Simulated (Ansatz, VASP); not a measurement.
# GaP: VASP beside Ansatz

```xyz
2
Lattice="0.0000 2.7252 2.7252 2.7252 0.0000 2.7252 2.7252 2.7252 0.0000" Properties=species:S:1:pos:R:3 pbc="T T T"
Ga    0.0000    0.0000    0.0000
P     4.0879    4.0879    4.0879
```

Alike in both runs: task single point; functional PBE; k mesh 12 × 12 × 12; occupations fermi-dirac, width 0.08 eV; no spin polarisation.

```csv
,VASP,Ansatz
version,VASP 6.6.1,Ansatz 0.2.0
potentials or method,"VASP PAW PBE potentials, release 64 (Ga_d, P), cutoff 520 eV","all-electron LAPW, scalar-relativistic"
```

|  | VASP | Ansatz | Ansatz less VASP |
| --- | --- | --- | --- |
| pressure (GPa) | 2.4 | 2.8 | +0.33 |

Ansatz ran all-electron here, and VASP with PAW potentials.
